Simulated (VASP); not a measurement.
# W (Fm-3m) in VASP: further runs, part 2 of 2

VASP 6.6.1. The steps go on from the part before.

### Step 4. Single point, LDA

This run uses another cell than the first one: it holds 2 atoms, not 1.

INCAR

```
PREC     = Accurate       # precision mode
ENCUT    = 500            # plane-wave cutoff, eV
EDIFF    = 1E-6           # SCF threshold, eV
ISMEAR   = 0              # smearing method
SIGMA    = 0.15           # smearing width, eV
LREAL    = False          # projectors in reciprocal space
LASPH    = True           # aspherical terms in the spheres
NELM     = 120            # most SCF steps
ALGO     = Normal         # electronic algorithm
ISIF     = 2              # what is computed and relaxed
LWAVE    = False          # write WAVECAR
LCHARG   = True           # write CHGCAR
LELF     = True           # ELF
LVHAR    = True         
NBANDS   = 21             # bands
GGA_COMPAT= False
```

KPOINTS

```
Automatic mesh
0
Gamma
  16 16 12
```

POSCAR

```
W
1.0
    0.0000000000     -1.9864787844     -1.9864787844
    0.0000000000      1.9864787844     -1.9864787844
    3.9729575688      0.0000000000      0.0000000000
W
2
Direct
    0.5000000000      0.5000000000      0.5000000000
    0.0000000000      0.0000000000      0.0000000000
```

Potentials or basis: VASP PAW LDA potentials, release 64 (W_sv).

Command:

```sh
$ cat potpaw_LDA.64/W_sv/POTCAR > POTCAR
$ mpirun -np 1 vasp_std > vasp.out
```

OUTCAR:

```text
PREC = Accurate
   ENCUT = 500
   EDIFF = 1E-6
   ISMEAR = 0
   LREAL = False
   LASPH = True
   NELM = 120
   ISIF = 2

 ion  position               nearest neighbor table
   1  0.500  0.500  0.500-   2 2.81   2 2.81   2 2.81   2 2.81   2 2.81   2 2.81   2 2.81   2 2.81

   2  0.000  0.000  0.000-   1 2.81   1 2.81   1 2.81   1 2.81   1 2.81   1 2.81   1 2.81   1 2.81

  LATTYP: Found a simple tetragonal cell.
 ALAT       =     2.8093052383
 C/A-ratio  =     1.4142135624

  Lattice vectors:

 A1 = (   0.0000000000,  -1.9864787844,  -1.9864787844)
 A2 = (   0.0000000000,   1.9864787844,  -1.9864787844)
 A3 = (   3.9729575688,   0.0000000000,   0.0000000000)

Analysis of symmetry for initial positions (statically):
=====================================================================
 Subroutine PRICEL returns following result:

  LATTYP: Found a face centered cubic cell.
 ALAT       =     3.9729575688

  Lattice vectors:

 A1 = (  -1.9864787844,   0.0000000000,   1.9864787844)
 A2 = (  -1.9864787844,  -1.9864787844,   0.0000000000)
 A3 = (   0.0000000000,  -1.9864787844,   1.9864787844)
[... 176 lines left out ...]
  free energy    TOTEN  =       -27.23548693 eV

  energy without entropy =      -27.20851056  energy(sigma->0) =      -27.22199874

 E-fermi :  10.9943     XC(G=0): -13.8795

 val. band max:       10.9941152094   @ k =   0.2500   0.0000   0.0000
 cond. band min:      10.9943881969   @ k =   0.4375   0.1250   0.3333
 fundamental gap:      0.0002729874
 Fermi energy:        10.9943214903

 k-point     1 :       0.0000    0.0000    0.0000
  band No.  band energies     occupation
      1     -62.1389      2.00000
      2     -61.9596      2.00000
      3     -27.2231      2.00000
      4     -26.4422      2.00000
      5     -26.4422      2.00000
      6     -25.9516      2.00000
[... 565 lines left out ...]
     20      18.0603      0.00000
     21      24.2157      0.00000

 [... further k-points ...]

------------------------ aborting loop because EDIFF is reached ----------------------------------------

  FORCE on cell =-STRESS in cart. coord.  units (eV):
  Direction    XX          YY          ZZ          XY          YZ          ZX
  --------------------------------------------------------------------------------------
  -------------------------------------------------------------------------------------
  Total        0.3642742      0.3047053      0.3047053      0.0000000      0.0000000      0.0000000
  in kB       18.6134640     15.5696460     15.5696460      0.0000000      0.0000000      0.0000000
  external PRESSURE =      16.5842520 kB  Pullay stress =       0.0000000 kB

 VOLUME and BASIS-vectors are now :
 -----------------------------------------------------------------------------
  energy-cutoff  :      500.00
  volume of cell :       31.36
      direct lattice vectors                 reciprocal lattice vectors
     0.000000000 -1.986478784 -1.986478784     0.000000000 -0.251701656 -0.251701656
     0.000000000  1.986478784 -1.986478784     0.000000000  0.251701656 -0.251701656
     3.972957569  0.000000000  0.000000000     0.251701656  0.000000000  0.000000000

 POSITION                                       TOTAL-FORCE (eV/Angst)
 -----------------------------------------------------------------------------------
      1.98648      0.00000     -1.98648         0.000000     -0.000000      0.000000
      0.00000      0.00000      0.00000        -0.000000      0.000000     -0.000000
 -----------------------------------------------------------------------------------
    total drift:                                0.000000      0.000000     -0.000000

  FREE ENERGIE OF THE ION-ELECTRON SYSTEM (eV)
  ---------------------------------------------------
  free  energy   TOTEN  =       -27.2354869266 eV

  energy  without entropy=      -27.2085105613  energy(sigma->0) =      -27.22199874
```

OSZICAR:

```text
N       E                     dE             d eps       ncg     rms          rms(c)
DAV:   1     0.261789070787E+03    0.26179E+03   -0.15409E+04 13254   0.151E+03
DAV:   2    -0.198620022881E+02   -0.28165E+03   -0.27443E+03 14257   0.448E+02
DAV:   3    -0.284160318048E+02   -0.85540E+01   -0.83736E+01 15228   0.772E+01
DAV:   4    -0.284972160833E+02   -0.81184E-01   -0.81039E-01 14325   0.786E+00
DAV:   5    -0.284980150868E+02   -0.79900E-03   -0.79899E-03 15056   0.813E-01    0.295E+01
DAV:   6    -0.274972368632E+02    0.10008E+01   -0.11468E+00 14453   0.100E+01    0.118E+01
DAV:   7    -0.272456978845E+02    0.25154E+00   -0.55968E-01 14725   0.640E+00    0.579E-01
DAV:   8    -0.272355917637E+02    0.10106E-01   -0.11828E-02 13795   0.118E+00    0.838E-02
DAV:   9    -0.272354769272E+02    0.11484E-03   -0.24047E-04 15892   0.133E-01    0.438E-02
DAV:  10    -0.272354870966E+02   -0.10169E-04   -0.11579E-05 14420   0.364E-02    0.800E-03
DAV:  11    -0.272354869266E+02    0.17002E-06   -0.85319E-07  8642   0.697E-03
   1 F= -.27235487E+02 E0= -.27221999E+02  d E =-.269764E-01
```

It took 47 s on 1 thread of Intel Xeon 6975P-C (Granite Rapids), shared host; peak memory 0.25 GiB.

Results:

| Property | Result |
| --- | --- |
| Free energy | -27.2355 eV |
| Pressure | 1.7 GPa |
| Band gap on the k mesh | zero (band 14 reaches 14.47 eV, above the bottom of band 15 at 10.57 eV) |

Caveat: spin-orbit coupling is left out, which moves the levels of the heavy elements.

### Step 5. The runs side by side

```tsv
cell	k mesh	smearing	gap on the mesh (eV)	pressure (GPa)
a = 2.809 Å, angles 60.0°, 1 atom	8 × 8 × 8	gaussian 0.1 eV	none	1.9
a = 2.809 Å, angles 60.0°, 1 atom	18 × 18 × 18	gaussian 0.1 eV	none	1.8
a = 2.809, b = 2.809, c = 3.973 Å, 2 atoms	16 × 16 × 12	gaussian 0.15 eV	none	1.7
```

Alike in all rows: task single point; level LDA; potentials or basis VASP PAW LDA potentials, release 64 (W_sv); no spin polarisation; cutoff (eV) 500.

Caveats: spin-orbit coupling is left out, which moves the levels of the heavy elements.

Total energies depend on the potentials used, so only differences within one code and one set of settings carry meaning.
